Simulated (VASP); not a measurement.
Input of a VASP 6.6.1 run:

INCAR

```
PREC = Accurate ; ENCUT = 520
EDIFF = 1E-6 ; ISMEAR = -1
SIGMA = 0.05 ; LREAL = F
LASPH = T ; NELM = 150
ALGO = Normal ; ISIF = 2
LWAVE = F ; LCHARG = T
ISPIN = 2 ; MAGMOM = 1
LORBIT = 11 ; LMAXMIX = 4
LELF = T ; LVHAR = T
NBANDS = 16
```

KPOINTS

```
Automatic mesh
0
Gamma
  25 25 25
```

The input POSCAR:

```
V
1.0
   -1.5194440676      1.5194440676      1.5194440676
    1.5194440676     -1.5194440676      1.5194440676
    1.5194440676      1.5194440676     -1.5194440676
V
1
Direct
    0.0000000000      0.0000000000      0.0000000000
```

Potentials or basis: VASP PAW LDA potentials, release 64 (V_sv).

Launch:

```sh
$ cat potpaw_LDA.64/V_sv/POTCAR > POTCAR
$ mpirun -np 1 vasp_std > vasp.out
```

Question: Predict the pressure.

Answer: -18.8 GPa.

Question: Estimate the net moment.

Answer: 0.00 μB per cell.
